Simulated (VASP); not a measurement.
The system is CsAgAs.

```
Cs Ag As
1.0
     4.72361    0.00000    0.00000
    -2.36180    4.09077    0.00000
     0.00000    0.00000    4.71865
Cs Ag As
1 1 1
Direct
  0.66667 0.33333 0.50000
  0.00000 0.00000 0.00000
  0.33333 0.66667 0.00000
```

| Item | Value |
| --- | --- |
| Program | VASP 6.6.1 |
| Task | relaxation of cell and atoms |
| Functional | PBE |
| Potentials or basis | VASP PAW PBE potentials, release 64 (Cs_sv, Ag, As) |
| Cutoff | 600 eV |
| k mesh | 12 × 12 × 10 |
| Occupations | gaussian, width 0.1 eV |
| Spin | no spin polarisation |

At the start: pressure 1.8 GPa; volume 30.39 Å³/atom.

Where does the relaxation end?

Over 9 steps the energy falls by 159.4 meV/atom and the volume is 33.78 Å³/atom (+11.1 %); space group P-6m2 (No. 187, to 0.05 Å).

Step by step:
```
step  energy change (eV)  largest force (eV/Å)  pressure (GPa)  volume (Å³)
   1              0.0000                0.0000            1.83        91.18
   2             -0.1307                0.0000            0.42        95.77
   3             -0.3080                0.0000           -2.27       109.62
   4             -0.3986                0.0000           -1.95       108.81
   5             -0.4499                0.0000           -1.40       107.65
   6             -0.4528                0.0000           -1.22       107.31
   7             -0.4705                0.0000           -0.70       104.55
   8             -0.4781                0.0000           -0.02       101.51
   9             -0.4781                0.0000            0.02       101.34
```

Final structure:
```
CELL_PARAMETERS angstrom
4.45357 0.00000 0.00000
-2.22678 3.85690 0.00000
0.00000 0.00000 5.89993
ATOMIC_POSITIONS crystal
Cs 0.66667 0.33333 0.50000
Ag 0.00000 0.00000 0.00000
As 0.33333 0.66667 0.00000
```
